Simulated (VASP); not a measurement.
BiTe, 2 atoms in the cell. It takes space group R-3m (No. 166, trigonal). Conventional cell: a = 4.845 Å, b = 4.845 Å, c = 9.952 Å, α = 90.00°, β = 90.00°, γ = 120.00°. Bi (site symmetry -3m) has 6 Te at 3.25 Å within 4.3 Å. Within 4.3 Å of Te (site symmetry -3m) lie 6 Bi at 3.25 Å. 

```yaml
Program: VASP 6.6.1
Task: single point
Functional: RPBE
Dispersion: D3(BJ)
Potentials_or_basis: VASP PAW PBE potentials, release 64 (Bi_d, Te)
Cutoff: 500 eV
k_mesh: 6 × 6 × 6
Occupations: gaussian, width 0.1 eV
Spin: no spin polarisation
Dipole_correction: no
Further_INCAR_settings: ALGO = Normal; EDIFF = 1e-06; NBANDS = 18
```

Potentials or basis: VASP PAW PBE potentials, release 64 (Bi_d, Te).

Run with:

```bash
$ cat potpaw_PBE.64/Bi_d/POTCAR potpaw_PBE.64/Te/POTCAR > POTCAR
$ mpirun -np 1 vasp_std > vasp.out
```

Hardware: 1 thread of Intel Xeon 6975P-C (shared host).

**Question.** How long does it take, and how much memory?

**Answer.** Wall time 21 s on 1 thread of Intel Xeon 6975P-C, with other jobs on the host, peak memory 0.2 GiB. Counts: scf iterations 12, k points 32.
